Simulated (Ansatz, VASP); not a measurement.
**Two plane-wave programs on Sc**

Contents of INCAR:

```
SYSTEM = Sc
PREC = Accurate ; ENCUT = 520
EDIFF = 1E-6 ; ISMEAR = -1
SIGMA = 0.01 ; LREAL = .False.
LASPH = .True. ; NELM = 100
ALGO = Normal ; ISIF = 2
LWAVE = .False. ; LCHARG = .False.
GGA = RP ; NBANDS = 18
```

File KPOINTS:

```
regular mesh
0
Gamma
  8 8 5
  0 0 0
```

The input POSCAR:

```
Sc
1.0
    3.3632555447      0.0000000000      0.0000000000
   -1.6816277724      2.9126870397      0.0000000000
    0.0000000000      0.0000000000      5.3597629084
Sc
2
Direct
    0.3333333333      0.6666666667      0.2500000000
    0.6666666667      0.3333333333      0.7500000000
```

Input for Ansatz:

```yaml
crystal:
  lattice:
    - [3.3632555447003503, 0.0, 0.0]
    - [-1.6816277723501751, 2.9126870397243256, 0.0]
    - [0.0, 0.0, 5.359762908391767]
  atoms:
    - { symbol: Sc, position: [0.3333333333333333, 0.6666666666666666, 0.25] }
    - { symbol: Sc, position: [0.6666666666666666, 0.3333333333333333, 0.75] }
basis:
  ecutwfc: 530.0
kpoints:
  mp_grid:
    grid: [8, 8, 5]
hamiltonian:
  xc: rpbe
scf:
  algorithm: density_mixing
  self_checks: high
  lower_state_search: "off"
  occupations:
    method: fermi_dirac
    width: 0.01
output:
  stress: true
```

Alike in both runs: task single point; functional RPBE; k mesh 8 × 8 × 5; occupations fermi-dirac, width 0.01 eV; no spin polarisation.

```csv
,VASP,Ansatz
version,VASP 6.6.1,Ansatz 0.2.0
potentials or method,"VASP PAW PBE potentials, release 64 (Sc_sv), cutoff 520 eV","plane waves, PAW"
valence electrons in the cell,22,22
```

|  | VASP | Ansatz | Ansatz less VASP |
| --- | --- | --- | --- |
| gap on the k mesh at the Fermi level (eV) | none | none | - |
| pressure (GPa) | -1.2 | -1.2 | -0.03 |
| traceless stress, the component that is largest in VASP (GPa) | -0.59 | -0.59 | -0.006 |

VASP's potentials were made for PBE, not for RPBE. A gap of «none» marks a metal or a gap that the smearing closes. With one functional, cell and mesh, what is left measures potentials, basis and numerics. Ansatz's warnings: near symmetry operations not taken.
